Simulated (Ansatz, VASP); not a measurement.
**Two plane-wave programs on C2N**

INCAR

```
SYSTEM = C2N
PREC = Accurate
ENCUT = 600
EDIFF = 1E-6
ISMEAR = 0
SIGMA = 0.1
LREAL = .FALSE.
LASPH = .TRUE.
NELM = 60
ALGO = Normal
ISIF = 3
LWAVE = .FALSE.
LCHARG = .FALSE.
GGA = PE
IBRION = 2
NSW = 100
EDIFFG = -0.01
```

Contents of KPOINTS:

```
Automatic mesh
0
G
  6 6 14
  0 0 0
```

File POSCAR:

```
C2N
1.0
    6.1876127497      0.0000000000      0.0000000000
   -3.0938063748      5.3586298300      0.0000000000
    0.0000000000      0.0000000000      2.4971314789
C N
4 2
Direct
    0.6666666667      0.3333333333      0.2500000000
    0.3333333333      0.6666666667      0.7500000000
    0.0000000000      0.0000000000      0.0000000000
    0.0000000000      0.0000000000      0.5000000000
    0.6666666667      0.3333333333      0.7500000000
    0.3333333333      0.6666666667      0.2500000000
```

Input for Ansatz:

```yaml
crystal:
  lattice:
    - [6.1876127497, 0.0, 0.0]
    - [-3.0938063748, 5.35862983, 0.0]
    - [0.0, 0.0, 2.4971314789]
  atoms:
    - { symbol: C, position: [0.6666666667, 0.3333333333, 0.25] }
    - { symbol: C, position: [0.3333333333, 0.6666666667, 0.75] }
    - { symbol: C, position: [0.0, 0.0, 0.0] }
    - { symbol: C, position: [0.0, 0.0, 0.5] }
    - { symbol: "N", position: [0.6666666667, 0.3333333333, 0.75] }
    - { symbol: "N", position: [0.3333333333, 0.6666666667, 0.25] }
basis:
  ecutwfc: 420
kpoints:
  mp_grid: { grid: [6, 6, 14] }
hamiltonian:
  xc: pbe
scf:
  occupations: { method: gaussian, width: 0.1 }
output:
  forces: true
  stress: true
  eigenvalues: true
relax:
  adjacent_minimum: "off"
  f_tol: 0.01
  max_steps: 80
  cell: { stress_tol: 0.05 }
```

Change from the starting cell: species swapped into the Pr2Tl type (P6_3/mmc, No. 194).

Alike in both runs: task relaxation of cell and atoms; functional PBE; k mesh 6 × 6 × 14; occupations gaussian, width 0.1 eV; no spin polarisation.

|  | VASP | Ansatz |
| --- | --- | --- |
| version | VASP 6.6.1 | Ansatz 0.2.0 |
| potentials or method | VASP PAW PBE potentials, release 64 (C, N), cutoff 600 eV | scalar-relativistic, plane waves, PAW |
| valence electrons in the cell | 26 | 26 |

|  | VASP | Ansatz | Ansatz less VASP |
| --- | --- | --- | --- |
| gap on the k mesh at the Fermi level, each at its own relaxed structure (eV) | none | none | - |
| relaxed volume (Å³/atom) | 15.47 | 15.86 | +0.393 |
| relaxed length of the cell vector where the two differ most in proportion (Å) | 6.555 | 6.638 | +0.0827 |

A gap of «none» marks a metal or a gap that the smearing closes.

Noted on VASP's run: the standard files for N, O and F lose accuracy on very short bonds; too few bands were computed for a metal, which touches its energy and stress.
